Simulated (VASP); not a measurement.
HfC: single point with PBE

Crystal: HfC.

```
CELL_PARAMETERS angstrom
0.00000 2.32500 2.32500
2.32500 0.00000 2.32500
2.32500 2.32500 0.00000
ATOMIC_POSITIONS crystal
Hf 0.50000 0.50000 0.50000
C 0.00000 0.00000 0.00000
```

```json
{
 "Program": "VASP 6.6.1",
 "Task": "single point",
 "Functional": "PBE",
 "Potentials or basis": "VASP PAW PBE potentials, release 64 (Hf_pv, C)",
 "Cutoff": "520 eV",
 "k mesh": "15 × 15 × 15",
 "Occupations": "methfessel-paxton, width 0.15 eV",
 "Spin": "no spin polarisation",
 "Dipole correction": "no",
 "Further INCAR settings": "ALGO = Normal; EDIFF = 1e-06; NBANDS = 14"
}
```

| Property | Result |
| --- | --- |
| Pressure | -0.5 GPa |
| Band gap on the k mesh | zero (band 7 reaches 6.95 eV, above the bottom of band 8 at 5.53 eV) |

Levels at points of the mesh, in eV from the Fermi level:
| k point | band 4 | band 5 | band 6 | band 7 | band 8 | band 9 | band 10 | band 11 |
| --- | --- | --- | --- | --- | --- | --- | --- | --- |
| (0.00, 0.00, 0.00) | -12.27 | 1.04 | 1.04 | 1.04 | 1.43 | 1.43 | 1.43 | 3.43 |

Wall time 62 s on 1 thread of AMD EPYC 7R13, with other jobs on the host, peak memory 0.14 GiB.

Caveat: spin-orbit coupling is left out, which moves the levels of the heavy elements.
